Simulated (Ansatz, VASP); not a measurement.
Two plane-wave programs on P

```
P
1.0
    -1.72573    2.98904    0.00000
    -3.45145    0.00000    0.00000
    -1.72573    0.99635    3.12968
P
2
Direct
  0.77292 0.77292 0.68124
  0.22708 0.22708 0.31876
```

Alike in both runs: task single point; functional r2SCAN; k mesh 12 × 12 × 12; occupations gaussian, width 0.05 eV; no spin polarisation.

|  | VASP | Ansatz |
| --- | --- | --- |
| version | VASP 6.6.1 | Ansatz 0.2.0 |
| potentials or method | VASP PAW PBE potentials, release 64 (P), cutoff 520 eV | scalar-relativistic, plane waves, PAW |
| valence electrons in the cell | 10 | 10 |

```csv
,VASP,Ansatz,Ansatz less VASP
gap on the k mesh at the Fermi level (eV),none,none,-
pressure (GPa),0.1,0.6,+0.54
"traceless stress, the component that is largest in VASP (GPa)",-0.33,-0.49,-0.162
rms of the force components (eV/Å),0.012,0.040,+0.0280
```

VASP's potentials were made for PBE, not for r2SCAN. Atom by atom the forces differ by 0.052 eV/Å (rms over components). A gap of «none» marks a metal or a gap that the smearing closes.
